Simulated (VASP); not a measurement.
# NaCl (pbesol) (Fm-3m) in VASP: further runs

NaCl (pbesol) is run at these levels: PBEsol; tasks: single point, relaxation of cell and atoms.

Everything below comes from runs of VASP 6.6.1. Logs are shortened: lines on timing, memory, paths and dates and some standing lists are left out, and cuts for length are marked.

## 1. The cell of the first run

It takes space group Fm-3m (No. 225, cubic). The conventional cell has a = 5.146 Å, b = 5.146 Å, c = 5.146 Å, α = 90.00°, β = 90.00°, γ = 90.00°. Within 3.4 Å of Na (site symmetry m-3m) lie 6 Cl at 2.57 Å. Within 3.4 Å of Cl (site symmetry m-3m) lie 6 Na at 2.57 Å.

## 2. Single point, PBEsol

Contents of INCAR:

```
SYSTEM = NaCl
  PREC = Accurate
  ENCUT = 520
  EDIFF = 1E-7
  ISMEAR = 0
  SIGMA = 0.02
  LREAL = .False.
  LASPH = .True.
  NELM = 60
  ALGO = Normal
  ISIF = 2
  LWAVE = .False.
  LCHARG = .False.
  GGA = PS
  NBANDS = 14
```

Contents of KPOINTS:

```
regular mesh
0
Gamma
  8 8 8
  0 0 0
```

Contents of POSCAR:

```
NaCl
1.0
    0.0000000000      2.5731153081      2.5731153081
    2.5731153081      0.0000000000      2.5731153081
    2.5731153081      2.5731153081      0.0000000000
Na Cl
1 1
Direct
    0.0000000000      0.0000000000      0.0000000000
    0.5000000000      0.5000000000      0.5000000000
```

Potentials or basis: VASP PAW PBE potentials, release 64 (Na_pv, Cl).

Command:

```sh
$ cat potpaw_PBE.64/Na_pv/POTCAR potpaw_PBE.64/Cl/POTCAR > POTCAR
$ mpirun -np 1 vasp_std > vasp.out
```

OUTCAR:

```text
SYSTEM = NaCl
   PREC = Accurate
   ENCUT = 520
   EDIFF = 1E-7
   ISMEAR = 0
   LREAL = .False.
   LASPH = .True.
   NELM = 60
   ISIF = 2
   GGA = PS

 ion  position               nearest neighbor table
   1  0.000  0.000  0.000-   2 2.57   2 2.57   2 2.57   2 2.57   2 2.57   2 2.57
   2  0.500  0.500  0.500-   1 2.57   1 2.57   1 2.57   1 2.57   1 2.57   1 2.57

  LATTYP: Found a face centered cubic cell.
 ALAT       =     5.1462306162

  Lattice vectors:

 A1 = (   0.0000000000,   2.5731153081,   2.5731153081)
 A2 = (   2.5731153081,   0.0000000000,   2.5731153081)
 A3 = (   2.5731153081,   2.5731153081,   0.0000000000)

Analysis of symmetry for initial positions (statically):
=====================================================================
 Subroutine PRICEL returns:
 Original cell was already a primitive cell.

 Routine SETGRP: Setting up the symmetry group for a
 face centered cubic supercell.

 Subroutine GETGRP returns: Found 48 space group operations
 (whereof 48 operations were pure point group operations)
 out of a pool of 48 trial point group operations.

The static configuration has the point symmetry O_h .

Analysis of symmetry for dynamics (positions and initial velocities):
=====================================================================
 Subroutine PRICEL returns:
 Original cell was already a primitive cell.

 Routine SETGRP: Setting up the symmetry group for a
 face centered cubic supercell.

 Subroutine GETGRP returns: Found 48 space group operations
 (whereof 48 operations were pure point group operations)
 out of a pool of 48 trial point group operations.

The dynamic configuration has the point symmetry O_h .

 Subroutine INISYM returns: Found 48 space group operations
 (whereof 48 operations are pure point group operations),
 and found     1 'primitive' translations

----------------------------------------------------------------------------------------

                                     Primitive cell

  volume of cell :      34.0728

  direct lattice vectors                    reciprocal lattice vectors
     0.000000000  2.573115308  2.573115308    -0.194316982  0.194316982  0.194316982
     2.573115308  0.000000000  2.573115308     0.194316982 -0.194316982  0.194316982
     2.573115308  2.573115308  0.000000000     0.194316982  0.194316982 -0.194316982

  length of vectors
     3.638934566  3.638934566  3.638934566     0.336566885  0.336566885  0.336566885

  position of ions in fractional coordinates (direct lattice)
     0.000000000  0.000000000  0.000000000
     0.500000000  0.500000000  0.500000000

  ion indices of the primitive-cell ions
   primitive index   ion index
                 1           1
                 2           2

----------------------------------------------------------------------------------------

 KPOINTS: regular mesh

Automatic generation of k-mesh.
 Grid dimensions read from file:
 generate k-points for:    8    8    8

 Generating k-lattice:

  Cartesian coordinates                     Fractional coordinates (reciprocal lattice)
    -0.024289623  0.024289623  0.024289623     0.125000000  0.000000000  0.000000000
     0.024289623 -0.024289623  0.024289623     0.000000000  0.125000000  0.000000000
     0.024289623  0.024289623 -0.024289623     0.000000000  0.000000000  0.125000000

  Length of vectors
     0.042070861  0.042070861  0.042070861

  Shift w.r.t. Gamma in fractional coordinates (k-lattice)
     0.000000000  0.000000000  0.000000000

 Subroutine IBZKPT returns following result:
 ===========================================

 Found     29 irreducible k-points:

 Following reciprocal coordinates:
            Coordinates               Weight
  0.000000  0.000000  0.000000      1.000000
  0.125000  0.000000  0.000000      8.000000
  0.250000  0.000000  0.000000      8.000000
  0.375000  0.000000  0.000000      8.000000
  0.500000  0.000000  0.000000      4.000000
  0.125000  0.125000  0.000000      6.000000
[... 16 lines left out ...]
  0.500000  0.250000  0.125000     48.000000
 -0.375000  0.250000  0.125000     24.000000
 [... further k-points ...]
   k-points           NKPTS =     29   k-points in BZ     NKDIM =     29   number of bands    NBANDS=     14
   number of dos      NEDOS =    301   number of ions     NIONS =      2
   total plane-waves  NPLWV =  21952
   dimension x,y,z NGX =    28 NGY =   28 NGZ =   28
   dimension x,y,z NGXF=    56 NGYF=   56 NGZF=   56
   ions per type =               1   1
   NGX,Y,Z   is equivalent  to a cutoff of  12.79, 12.79, 12.79 a.u.
   NGXF,Y,Z  is equivalent  to a cutoff of  25.58, 25.58, 25.58 a.u.
 SYSTEM =  NaCl
   PREC   = accura    normal or accurate (medium, high low for compatibility)
   ISTART =      0    job   : 0-new  1-cont  2-samecut
   ICHARG =      2    charge: 1-file 2-atom 10-const
   ISPIN  =      1    spin polarized calculation?
   LNONCOLLINEAR =      F non collinear calculations
   LSORBIT =      F    spin-orbit coupling
   LASPH  =      T    aspherical Exc in radial PAW
   ENCUT  =  520.0 eV  38.22 Ry    6.18 a.u.   6.77  6.77  6.77*2*pi/ulx,y,z
   NELM   =     60;   NELMIN=  2; NELMDL= -5     # of ELM steps
   EDIFF  = 0.1E-06   stopping-criterion for ELM
   LREAL  =      F    real-space projection
   EDIFFG = 0.1E-05   stopping-criterion for IOM
   NSW    =      0    number of steps for IOM
   IBRION =     -1    ionic relax: 0-MD 1-quasi-New 2-CG
   NFREE  =      0    steps in history (QN), initial steepest desc. (CG)
   ISIF   =      2    stress and relaxation
   ISYM   =      2    0-nonsym 1-usesym 2-fastsym
   POTIM  = 0.5000    time-step for ionic-motion
   TEBEG  =    0.0;   TEEND  =   0.0 temperature during run
   PSTRESS=    0.0 pullay stress
   NELECT =      14.0000    total number of electrons
   NUPDOWN=      -1.0000    fix difference up-down
   EMIN   =  10.00;   EMAX   =-10.00  energy-range for DOS
   EFERMI =   0.00;   METHOD = LEGACY
   ISMEAR =     0;   SIGMA  =   0.02  broadening in eV -4-tet -1-fermi 0-gaus
   EFERMI_NEDOS =   21; number of points for ismear=-14 and -15
   IALGO  =     38    algorithm
   IMIX   =      4    mixing-type and parameters
     AMIX     =   0.40;   BMIX     =  1.00
     AMIX_MAG =   1.60;   BMIX_MAG =  1.00
  volume/ion in A,a.u.               =      17.04       114.97
  Fermi-wavevector in a.u.,A,eV,Ry     =   1.217068  2.299925 20.153699  1.481255
  Thomas-Fermi vector in A             =   2.352401
   LORBIT       =      0    0 simple, 1 ext, 2 COOP (PROOUT), +10 PAW based schemes
   GGA     = PS    functional components
   LHFCALC =     F    Hartree Fock is set to
   AEXX    =    0.0000 exact exchange contribution
   IVDW    =     0    specifies the selected vdW correction
   LEPSILON=     F    determine dielectric tensor
   LRPA    =     F    only Hartree local field effects (RPA)
 non-spin polarized calculation
 Gauss-broadening in eV      SIGMA  =   0.02
  energy-cutoff  :      520.00
  volume of cell :       34.07
 maximum number of plane-waves:       941
   NGX = 13   NGY = 13   NGZ = 13

 number of electron      14.0000008 magnetization

 Free energy of the ion-electron system (eV)
  ---------------------------------------------------
  ext. energy  EPLUGINS =         0.00000000
  ---------------------------------------------------
  free energy    TOTEN  =        -6.70026311 eV

  energy without entropy =       -6.70026311  energy(sigma->0) =       -6.70026311

 E-fermi :   1.3345     XC(G=0):  -9.6042

 val. band max:        1.1456688183   @ k =   0.0000   0.0000   0.0000
 cond. band min:       7.3249831611   @ k =   0.0000   0.0000   0.0000
 fundamental gap:      6.1793143427
 Fermi energy:         1.3344810923

 k-point     1 :       0.0000    0.0000    0.0000
  band No.  band energies     occupation
      1     -19.1744      2.00000
      2     -19.1744      2.00000
      3     -19.1744      2.00000
      4     -12.3275      2.00000
      5       1.1457      2.00000
      6       1.1457      2.00000
      7       1.1457      2.00000
      8       7.3250      0.00000
      9      12.2711      0.00000
     10      12.2711      0.00000
     11      12.2711      0.00000
     12      14.9055      0.00000
     13      14.9055      0.00000
     14      16.7167      0.00000

 k-point     2 :       0.1250    0.0000    0.0000
  band No.  band energies     occupation
      1     -19.1913      2.00000
      2     -19.1753      2.00000
      3     -19.1753      2.00000
      4     -12.2240      2.00000
      5       0.5747      2.00000
      6       1.0701      2.00000
      7       1.0701      2.00000
      8       7.9350      0.00000
      9      11.7505      0.00000
     10      12.5446      0.00000
     11      12.5446      0.00000
     12      14.7372      0.00000
     13      14.7372      0.00000
     14      17.9687      0.00000

 k-point     3 :       0.2500    0.0000    0.0000
  band No.  band energies     occupation
      1     -19.2308      2.00000
      2     -19.1774      2.00000
      3     -19.1774      2.00000
      4     -11.9623      2.00000
      5      -0.5465      2.00000
      6       0.8963      2.00000
      7       0.8963      2.00000
      8       8.7402      0.00000
      9      11.7251      0.00000
     10      12.8542      0.00000
     11      12.8542      0.00000
     12      15.0661      0.00000
     13      15.0661      0.00000
     14      18.7747      0.00000
[... 324 lines left out ...]
 k-point    23 :       0.5000    0.2500    0.1250
  band No.  band energies     occupation
      1     -19.2532      2.00000
      2     -19.1993      2.00000
      3     -19.1852      2.00000
      4     -11.5968      2.00000
      5      -1.2487      2.00000
      6       0.0179      2.00000
      7       0.5289      2.00000
      8       9.9814      0.00000
      9      11.4538      0.00000
     10      11.8206      0.00000
     11      13.9427      0.00000
     12      15.9192      0.00000
     13      19.0433      0.00000
     14      19.3149      0.00000

 k-point    24 :      -0.3750    0.2500    0.1250
  band No.  band energies     occupation
      1     -19.2607      2.00000
      2     -19.2008      2.00000
      3     -19.1879      2.00000
      4     -11.5089      2.00000
      5      -1.4424      2.00000
      6      -0.1102      2.00000
      7       0.4460      2.00000
      8       9.9187      0.00000
      9      11.3727      0.00000
     10      12.6696      0.00000
     11      13.7196      0.00000
     12      16.7652      0.00000
     13      18.6016      0.00000
     14      19.5021      0.00000

 [... further k-points ...]

------------------------ aborting loop because EDIFF is reached ----------------------------------------

  FORCE on cell =-STRESS in cart. coord.  units (eV):
  Direction    XX          YY          ZZ          XY          YZ          ZX
  --------------------------------------------------------------------------------------
  -------------------------------------------------------------------------------------
  Total        2.5868186      2.5868186      2.5868186      0.0000000      0.0000000      0.0000000
  in kB      121.6378719    121.6378719    121.6378719      0.0000000      0.0000000      0.0000000
  external PRESSURE =     121.6378719 kB  Pullay stress =       0.0000000 kB

 VOLUME and BASIS-vectors are now :
 -----------------------------------------------------------------------------
  energy-cutoff  :      520.00
  volume of cell :       34.07
      direct lattice vectors                 reciprocal lattice vectors
     0.000000000  2.573115308  2.573115308    -0.194316982  0.194316982  0.194316982
     2.573115308  0.000000000  2.573115308     0.194316982 -0.194316982  0.194316982
     2.573115308  2.573115308  0.000000000     0.194316982  0.194316982 -0.194316982

 POSITION                                       TOTAL-FORCE (eV/Angst)
 -----------------------------------------------------------------------------------
      0.00000      0.00000      0.00000         0.000000      0.000000      0.000000
      2.57312      2.57312      2.57312        -0.000000     -0.000000     -0.000000
 -----------------------------------------------------------------------------------
    total drift:                                0.000000      0.000000      0.000000

  FREE ENERGIE OF THE ION-ELECTRON SYSTEM (eV)
  ---------------------------------------------------
  free  energy   TOTEN  =        -6.7002631091 eV

  energy  without entropy=       -6.7002631091  energy(sigma->0) =       -6.70026311
```

It used 17 s of CPU time on 1 thread of AMD EPYC 7R13 Processor (Zen 3), with other jobs on the host.

What came out:

```yaml
Free_energy: -6.7003 eV
Pressure: 12.2 GPa
Band_gap_on_the_k_mesh: 6.18 eV, direct
```

Levels at points of the mesh, in eV from the valence-band top:
```
           k point  band 3  band 4  band 5  band 6  band 7  band 8  band 9  band 10  band 11  band 12
(0.00, 0.00, 0.00)  -20.32  -13.47    0.00    0.00    0.00    6.18   11.13    11.13    11.13    13.76
(0.50, 0.00, 0.00)  -20.33  -12.70   -2.99   -0.48   -0.48    7.47   11.44    11.44    12.87    16.73
(0.50, 0.50, 0.00)  -20.35  -12.66   -2.58   -0.93   -0.93    7.44    8.16    13.26    16.21    17.24
```

Caveat: the PAW data sets were made with another functional, which shifts forces and pressure a little. A hybrid or GW would open this gap; PBEsol tends to underestimate it.

## 3. Single point, PBEsol

Contents of INCAR:

```
ALGO     = Normal         # electronic algorithm
EDIFF    = 1E-6           # SCF threshold, eV
ENCUT    = 520            # plane-wave cutoff, eV
GGA      = PS             # functional
ISIF     = 2              # what is computed and relaxed
ISMEAR   = 0              # smearing method
LASPH    = True           # aspherical terms in the spheres
LCHARG   = False          # write CHGCAR
LREAL    = False          # projectors in reciprocal space
LWAVE    = False          # write WAVECAR
NBANDS   = 14             # bands
NELM     = 100            # most SCF steps
PREC     = Accurate       # precision mode
SIGMA    = 0.02           # smearing width, eV
```

Contents of KPOINTS:

```
k-points
0
Gamma
  8 8 8
```

POSCAR is that of step 2.

Potentials or basis: VASP PAW PBE potentials, release 64 (Na_pv, Cl).

Command:

```sh
$ cat potpaw_PBE.64/Na_pv/POTCAR potpaw_PBE.64/Cl/POTCAR > POTCAR
$ mpirun -np 1 vasp_std > vasp.out
```

OUTCAR:

```text
EDIFF = 1E-6
   ENCUT = 520
   GGA = PS
   ISIF = 2
   ISMEAR = 0
   LASPH = True
   LREAL = False
   NELM = 100
   PREC = Accurate

 ion  position               nearest neighbor table
   1  0.000  0.000  0.000-   2 2.57   2 2.57   2 2.57   2 2.57   2 2.57   2 2.57
   2  0.500  0.500  0.500-   1 2.57   1 2.57   1 2.57   1 2.57   1 2.57   1 2.57

  LATTYP: Found a face centered cubic cell.
 ALAT       =     5.1462306162

  Lattice vectors:

 A1 = (   0.0000000000,   2.5731153081,   2.5731153081)
 A2 = (   2.5731153081,   0.0000000000,   2.5731153081)
 A3 = (   2.5731153081,   2.5731153081,   0.0000000000)

Analysis of symmetry for initial positions (statically):
=====================================================================
 Subroutine PRICEL returns:
 Original cell was already a primitive cell.

 Routine SETGRP: Setting up the symmetry group for a
 face centered cubic supercell.

 Subroutine GETGRP returns: Found 48 space group operations
 (whereof 48 operations were pure point group operations)
 out of a pool of 48 trial point group operations.

The static configuration has the point symmetry O_h .

Analysis of symmetry for dynamics (positions and initial velocities):
[... 177 lines left out ...]
     10      12.2711      0.00000
     11      12.2711      0.00000
     12      14.9055      0.00000
     13      14.9055      0.00000
     14      16.7167      0.00000
[... 377 lines left out ...]
      1     -19.2607      2.00000
      2     -19.2008      2.00000
      3     -19.1879      2.00000
      4     -11.5089      2.00000
      5      -1.4424      2.00000
      6      -0.1102      2.00000
      7       0.4460      2.00000
      8       9.9187      0.00000
      9      11.3727      0.00000
     10      12.6696      0.00000
     11      13.7196      0.00000
     12      16.7652      0.00000
     13      18.6016      0.00000
     14      19.5021      0.00000

 [... further k-points ...]

------------------------ aborting loop because EDIFF is reached ----------------------------------------

  FORCE on cell =-STRESS in cart. coord.  units (eV):
  Direction    XX          YY          ZZ          XY          YZ          ZX
  --------------------------------------------------------------------------------------
  -------------------------------------------------------------------------------------
  Total        2.5861832      2.5861832      2.5861832      0.0000000      0.0000000      0.0000000
  in kB      121.6079928    121.6079928    121.6079928      0.0000000      0.0000000      0.0000000
  external PRESSURE =     121.6079928 kB  Pullay stress =       0.0000000 kB

 VOLUME and BASIS-vectors are now :
 -----------------------------------------------------------------------------
  energy-cutoff  :      520.00
  volume of cell :       34.07
      direct lattice vectors                 reciprocal lattice vectors
     0.000000000  2.573115308  2.573115308    -0.194316982  0.194316982  0.194316982
     2.573115308  0.000000000  2.573115308     0.194316982 -0.194316982  0.194316982
     2.573115308  2.573115308  0.000000000     0.194316982  0.194316982 -0.194316982

 POSITION                                       TOTAL-FORCE (eV/Angst)
 -----------------------------------------------------------------------------------
      0.00000      0.00000      0.00000         0.000000      0.000000     -0.000000
      2.57312      2.57312      2.57312        -0.000000     -0.000000      0.000000
 -----------------------------------------------------------------------------------
    total drift:                                0.000000      0.000000      0.000000

  FREE ENERGIE OF THE ION-ELECTRON SYSTEM (eV)
  ---------------------------------------------------
  free  energy   TOTEN  =        -6.7002631058 eV

  energy  without entropy=       -6.7002631058  energy(sigma->0) =       -6.70026311
```

OSZICAR:

```text
N       E                     dE             d eps       ncg     rms          rms(c)
DAV:   1     0.987683308811E+02    0.98768E+02   -0.72390E+03   836   0.109E+03
DAV:   2    -0.237492219367E+00   -0.99006E+02   -0.92047E+02   918   0.287E+02
DAV:   3    -0.675996018485E+01   -0.65225E+01   -0.64917E+01  1016   0.674E+01
DAV:   4    -0.685207036615E+01   -0.92110E-01   -0.92081E-01   926   0.858E+00
DAV:   5    -0.685397657227E+01   -0.19062E-02   -0.19061E-02  1054   0.124E+00    0.223E+00
DAV:   6    -0.671313623570E+01    0.14084E+00   -0.19531E-01  1048   0.393E+00    0.161E+00
DAV:   7    -0.669883317738E+01    0.14303E-01   -0.62340E-02  1162   0.195E+00    0.104E+00
DAV:   8    -0.670034844161E+01   -0.15153E-02   -0.51996E-03   902   0.762E-01    0.289E-01
DAV:   9    -0.670024743206E+01    0.10101E-03   -0.17976E-04  1022   0.135E-01    0.108E-01
DAV:  10    -0.670026417489E+01   -0.16743E-04   -0.65598E-05   944   0.963E-02    0.109E-02
DAV:  11    -0.670026301426E+01    0.11606E-05   -0.51227E-06  1016   0.288E-02    0.173E-03
DAV:  12    -0.670026310577E+01   -0.91507E-07   -0.23800E-07   586   0.646E-03
   1 F= -.67002631E+01 E0= -.67002631E+01  d E =-.129896E-42
```

stdout:

```text
POSCAR found type information on POSCAR NaCl
 POSCAR found :  2 types and       2 ions
 scaLAPACK will be used
 -----------------------------------------------------------------------------
|                                                                             |
|                                                                             |
|     You enforced a specific xc type in the INCAR file but a different       |
|     I HOPE YOU KNOW WHAT YOU ARE DOING!                                     |
|                                                                             |
 -----------------------------------------------------------------------------

 LDA part: xc-table for (Slater+PW92), standard interpolation
 POSCAR, INCAR and KPOINTS ok, starting setup
 FFT: planning ... GRIDC
 FFT: planning ... GRID_SOFT
 FFT: planning ... GRID
 WAVECAR not read
 entering main loop
```

It used 18 s of CPU time on 1 thread of AMD EPYC 7R13 Processor (Zen 3), on a shared host.

What came out:

| Property | Result |
| --- | --- |
| Free energy | -6.7003 eV |
| Pressure | 12.2 GPa |
| Band gap on the k mesh | 6.18 eV, direct |

Caveat: the PAW data sets were made with another functional, which shifts forces and pressure a little.

(Part 1 of 2 ends here.)
